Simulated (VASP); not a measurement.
# CrRh3 (Pm-3m) in VASP: single point with LDA

Aim: the single point of CrRh3 with LDA.

Everything below comes from runs of VASP 6.6.1. Logs are shortened: lines on timing, memory, paths and dates and some standing lists are left out, and cuts for length are marked.

## Step 1: The cell of the first run

The structure is cubic, space group Pm-3m (No. 221). Conventional cell: a = 3.791 Å, b = 3.791 Å, c = 3.791 Å, α = 90.00°, β = 90.00°, γ = 90.00°. Cr (site symmetry m-3m) has 12 Rh at 2.68 Å within 3.5 Å. Rh (site symmetry 4/mmm) has 4 Cr at 2.68 Å and 8 Rh at 2.68 Å within 3.5 Å.

## Step 2: Single point, LDA, collinear spin

INCAR

```
  PREC = Accurate
  ENCUT = 520
  EDIFF = 1E-6
  ISMEAR = -1
  SIGMA = 0.05
  LREAL = F
  LASPH = T
  NELM = 150
  ALGO = Normal
  ISIF = 2
  LWAVE = F
  LCHARG = F
  ISPIN = 2
  MAGMOM = 1.322 -0.121 -0.121 -0.12
  LORBIT = 11
  NUPDOWN = 0.96
  LMAXMIX = 4
  NBANDS = 40
```

KPOINTS

```
Automatic mesh
0
Gamma
  8 8 8
```

POSCAR

```
CrRh3
1.0
    3.7905530633      0.0000000000      0.0000000000
    0.0000000000      3.7905530633      0.0000000000
    0.0000000000      0.0000000000      3.7905530633
Cr Rh
1 3
Direct
    0.0000000000      0.0000000000      0.0000000000
    0.0000000000      0.5000000000      0.5000000000
    0.5000000000      0.5000000000      0.0000000000
    0.5000000000      0.0000000000      0.5000000000
```

Potentials or basis: VASP PAW LDA potentials, release 64 (Cr_pv, Rh_pv).

Command:

```console
cat potpaw_LDA.64/Cr_pv/POTCAR potpaw_LDA.64/Rh_pv/POTCAR > POTCAR
mpirun -np 1 vasp_std > vasp.out
```

OUTCAR:

```text
PREC = Accurate
   ENCUT = 520
   EDIFF = 1E-6
   ISMEAR = -1
   LREAL = F
   LASPH = T
   NELM = 150
   ISIF = 2
   ISPIN = 2
   LORBIT = 11
   NUPDOWN = 0.96

 ion  position               nearest neighbor table
   1  0.000  0.000  0.000-   2 2.68   3 2.68   4 2.68   2 2.68   4 2.68   2 2.68   3 2.68   2 2.68
                             3 2.68   4 2.68   4 2.68   3 2.68
   2  0.000  0.500  0.500-   1 2.68   3 2.68   4 2.68   1 2.68   3 2.68   1 2.68   4 2.68   1 2.68
                             3 2.68   4 2.68   3 2.68   4 2.68
   3  0.500  0.500  0.000-   1 2.68   2 2.68   4 2.68   2 2.68   4 2.68   1 2.68   4 2.68   4 2.68
                             1 2.68   2 2.68   2 2.68   1 2.68
   4  0.500  0.000  0.500-   1 2.68   2 2.68   3 2.68   1 2.68   3 2.68   2 2.68   3 2.68   3 2.68
                             1 2.68   2 2.68   1 2.68   2 2.68

  LATTYP: Found a simple cubic cell.
 ALAT       =     3.7905530633

  Lattice vectors:

 A1 = (   3.7905530633,   0.0000000000,   0.0000000000)
 A2 = (   0.0000000000,   3.7905530633,   0.0000000000)
 A3 = (   0.0000000000,   0.0000000000,   3.7905530633)

Analysis of symmetry for initial positions (statically):
=====================================================================
 Subroutine PRICEL returns:
 Original cell was already a primitive cell.

 Routine SETGRP: Setting up the symmetry group for a
 simple cubic supercell.

 Subroutine GETGRP returns: Found 48 space group operations
 (whereof 48 operations were pure point group operations)
 out of a pool of 48 trial point group operations.

The static configuration has the point symmetry O_h .

Analysis of symmetry for dynamics (positions and initial velocities):
=====================================================================
 Subroutine PRICEL returns:
 Original cell was already a primitive cell.

 Routine SETGRP: Setting up the symmetry group for a
 simple cubic supercell.

 Subroutine GETGRP returns: Found 48 space group operations
 (whereof 48 operations were pure point group operations)
 out of a pool of 48 trial point group operations.

The dynamic configuration has the point symmetry O_h .

Analysis of structural, dynamic, and magnetic symmetry:
=====================================================================
 Subroutine PRICEL returns:
 Original cell was already a primitive cell.

 Routine SETGRP: Setting up the symmetry group for a
 simple cubic supercell.

 Subroutine GETGRP returns: Found 16 space group operations
 (whereof 16 operations were pure point group operations)
 out of a pool of 48 trial point group operations.

The overall configuration has the point symmetry D_4h.

 Subroutine INISYM returns: Found 16 space group operations
 (whereof 16 operations are pure point group operations),
 and found     1 'primitive' translations

----------------------------------------------------------------------------------------

                                     Primitive cell

  volume of cell :      54.4638

  direct lattice vectors                    reciprocal lattice vectors
     3.790553063  0.000000000  0.000000000     0.263813745  0.000000000  0.000000000
     0.000000000  3.790553063  0.000000000     0.000000000  0.263813745  0.000000000
     0.000000000  0.000000000  3.790553063     0.000000000  0.000000000  0.263813745

  length of vectors
     3.790553063  3.790553063  3.790553063     0.263813745  0.263813745  0.263813745

  position of ions in fractional coordinates (direct lattice)
     0.000000000  0.000000000  0.000000000
     0.000000000  0.500000000  0.500000000
     0.500000000  0.500000000  0.000000000
     0.500000000  0.000000000  0.500000000

  ion indices of the primitive-cell ions
   primitive index   ion index
                 1           1
                 2           2
                 3           3
                 4           4

----------------------------------------------------------------------------------------

 KPOINTS: Automatic mesh

Automatic generation of k-mesh.
 Grid dimensions read from file:
 generate k-points for:    8    8    8

 Generating k-lattice:

  Cartesian coordinates                     Fractional coordinates (reciprocal lattice)
     0.032976718  0.000000000  0.000000000     0.125000000  0.000000000  0.000000000
     0.000000000  0.032976718  0.000000000     0.000000000  0.125000000  0.000000000
     0.000000000  0.000000000  0.032976718     0.000000000  0.000000000  0.125000000

  Length of vectors
     0.032976718  0.032976718  0.032976718

  Shift w.r.t. Gamma in fractional coordinates (k-lattice)
     0.000000000  0.000000000  0.000000000

 Subroutine IBZKPT returns following result:
 ===========================================

 Found     75 irreducible k-points:

 Following reciprocal coordinates:
            Coordinates               Weight
  0.000000  0.000000  0.000000      1.000000
  0.125000  0.000000  0.000000      4.000000
  0.000000  0.125000  0.000000      2.000000
  0.250000  0.000000  0.000000      4.000000
  0.000000  0.250000  0.000000      2.000000
  0.375000  0.000000  0.000000      4.000000
[... 16 lines left out ...]
  0.375000  0.250000  0.000000      8.000000
  0.000000  0.375000  0.250000      8.000000
 [... further k-points ...]
   k-points           NKPTS =     75   k-points in BZ     NKDIM =     75   number of bands    NBANDS=     40
   number of dos      NEDOS =    301   number of ions     NIONS =      4
   total plane-waves  NPLWV =  21952
   dimension x,y,z NGX =    28 NGY =   28 NGZ =   28
   dimension x,y,z NGXF=    56 NGYF=   56 NGZF=   56
   ions per type =               1   3
   NGX,Y,Z   is equivalent  to a cutoff of  12.28, 12.28, 12.28 a.u.
   NGXF,Y,Z  is equivalent  to a cutoff of  24.56, 24.56, 24.56 a.u.
 SYSTEM =  unknown system
   PREC   = accura    normal or accurate (medium, high low for compatibility)
   ISTART =      0    job   : 0-new  1-cont  2-samecut
   ICHARG =      2    charge: 1-file 2-atom 10-const
   ISPIN  =      2    spin polarized calculation?
   LNONCOLLINEAR =      F non collinear calculations
   LSORBIT =      F    spin-orbit coupling
   LASPH  =      T    aspherical Exc in radial PAW
   ENCUT  =  520.0 eV  38.22 Ry    6.18 a.u.   7.05  7.05  7.05*2*pi/ulx,y,z
   NELM   =    150;   NELMIN=  2; NELMDL= -5     # of ELM steps
   EDIFF  = 0.1E-05   stopping-criterion for ELM
   LREAL  =      F    real-space projection
   EDIFFG = 0.1E-04   stopping-criterion for IOM
   NSW    =      0    number of steps for IOM
   IBRION =     -1    ionic relax: 0-MD 1-quasi-New 2-CG
   NFREE  =      0    steps in history (QN), initial steepest desc. (CG)
   ISIF   =      2    stress and relaxation
   ISYM   =      2    0-nonsym 1-usesym 2-fastsym
   POTIM  = 0.5000    time-step for ionic-motion
   TEBEG  =    0.0;   TEEND  =   0.0 temperature during run
   PSTRESS=    0.0 pullay stress
   NELECT =      57.0000    total number of electrons
   NUPDOWN=       0.9600    fix difference up-down
   EMIN   =  10.00;   EMAX   =-10.00  energy-range for DOS
   EFERMI =   0.00;   METHOD = LEGACY
   ISMEAR =    -1;   SIGMA  =   0.05  broadening in eV -4-tet -1-fermi 0-gaus
   EFERMI_NEDOS =   21; number of points for ismear=-14 and -15
   IALGO  =     38    algorithm
   IMIX   =      4    mixing-type and parameters
     AMIX     =   0.40;   BMIX     =  1.00
     AMIX_MAG =   1.60;   BMIX_MAG =  1.00
  volume/ion in A,a.u.               =      13.62        91.88
  Fermi-wavevector in a.u.,A,eV,Ry     =   1.662126  3.140962 37.588297  2.762662
  Thomas-Fermi vector in A             =   2.749070
   LORBIT       =     11    0 simple, 1 ext, 2 COOP (PROOUT), +10 PAW based schemes
   GGA     = CA    functional components
   LHFCALC =     F    Hartree Fock is set to
   AEXX    =    0.0000 exact exchange contribution
   IVDW    =     0    specifies the selected vdW correction
   LEPSILON=     F    determine dielectric tensor
   LRPA    =     F    only Hartree local field effects (RPA)
 spin polarized calculation
  energy-cutoff  :      520.00
  volume of cell :       54.46
 maximum number of plane-waves:      1492
   NGX = 15   NGY = 15   NGZ = 15

 number of electron      57.0000024 magnetization       0.9599994

 Free energy of the ion-electron system (eV)
  ---------------------------------------------------
  ext. energy  EPLUGINS =         0.00000000
  ---------------------------------------------------
  free energy    TOTEN  =       -36.89326782 eV

  energy without entropy =      -36.86045840  energy(sigma->0) =      -36.87686311

 E-fermi :  11.0505     XC(G=0): -14.0737

 val. band max:       11.0249300865   @ k =   0.5000   0.5000   0.2500
 cond. band min:      10.9663798801   @ k =   0.1250   0.3750   0.1250
 fundamental gap:     -0.0585502064
 Fermi energy:        10.9644715667

 spin component 1

 k-point     1 :       0.0000    0.0000    0.0000
  band No.  band energies     occupation
      1     -35.5849      1.00000
      2     -35.5849      1.00000
      3     -35.5849      1.00000
      4     -35.2615      1.00000
      5     -35.2615      1.00000
      6     -35.2615      1.00000
[... 32 lines left out ...]
     39      22.6451      0.00000
[... 988 lines left out ...]
     39      22.5867      0.00000
     40      23.2690      0.00000

 [... further k-points ...]

 spin component 2

 k-point     1 :       0.0000    0.0000    0.0000
  band No.  band energies     occupation
      1     -35.7074      1.00000
      2     -35.7074      1.00000
      3     -35.7074      1.00000
      4     -35.3871      1.00000
      5     -35.3871      1.00000
      6     -35.3871      1.00000
[... 32 lines left out ...]
     39      22.8092      0.00000
[... 988 lines left out ...]
     39      22.8284      0.00000
     40      23.4093      0.00000

 [... further k-points ...]

------------------------ aborting loop because EDIFF is reached ----------------------------------------

  FORCE on cell =-STRESS in cart. coord.  units (eV):
  Direction    XX          YY          ZZ          XY          YZ          ZX
  --------------------------------------------------------------------------------------
  -------------------------------------------------------------------------------------
  Total       -5.6354345     -5.6354397     -5.6354345     -0.0000000      0.0000000     -0.0000000
  in kB     -165.7792805   -165.7794312   -165.7792805     -0.0000000      0.0000000     -0.0000000
  external PRESSURE =    -165.7793307 kB  Pullay stress =       0.0000000 kB

 VOLUME and BASIS-vectors are now :
 -----------------------------------------------------------------------------
  energy-cutoff  :      520.00
  volume of cell :       54.46
      direct lattice vectors                 reciprocal lattice vectors
     3.790553063  0.000000000  0.000000000     0.263813745  0.000000000  0.000000000
     0.000000000  3.790553063  0.000000000     0.000000000  0.263813745  0.000000000
     0.000000000  0.000000000  3.790553063     0.000000000  0.000000000  0.263813745

 POSITION                                       TOTAL-FORCE (eV/Angst)
 -----------------------------------------------------------------------------------
      0.00000      0.00000      0.00000         0.000000      0.000000      0.000000
      0.00000      1.89528      1.89528         0.000000      0.000000      0.000000
      1.89528      1.89528      0.00000         0.000000      0.000000      0.000000
      1.89528      0.00000      1.89528         0.000000      0.000000      0.000000
 -----------------------------------------------------------------------------------
    total drift:                                0.000000      0.000000      0.000000

  FREE ENERGIE OF THE ION-ELECTRON SYSTEM (eV)
  ---------------------------------------------------
  free  energy   TOTEN  =       -36.8932678202 eV

  energy  without entropy=      -36.8604583988  energy(sigma->0) =      -36.87686311

 total charge

# of ion       s       p       d       tot
------------------------------------------
    1        0.363   6.291   4.062  10.715
    2        0.431   6.315   7.074  13.819
    3        0.431   6.315   7.074  13.819
    4        0.431   6.315   7.074  13.819
--------------------------------------------------
tot          1.655  25.236  25.283  52.174

 magnetization (x)

# of ion       s       p       d       tot
------------------------------------------
    1        0.012   0.017   1.446   1.475
    2       -0.006  -0.006  -0.176  -0.188
    3       -0.006  -0.006  -0.176  -0.188
    4       -0.006  -0.006  -0.176  -0.188
--------------------------------------------------
tot         -0.007  -0.001   0.919   0.912
```

Run time: 14 min. Hardware: 1 thread of Intel Xeon 8259CL, shared host; peak memory 0.32 GiB.

Results:

* Free energy: -36.8933 eV
* Pressure: -16.6 GPa
* Net moment: 0.96 μB per cell
* Site moments: Cr +1.48; Rh -0.19 μB
* Valence electrons inside the program's atomic spheres: Cr 10.71; Rh 13.82

Caveat: the cell stands under tension; the total moment is fixed, so each spin has its own Fermi level and the state may be an excited one.
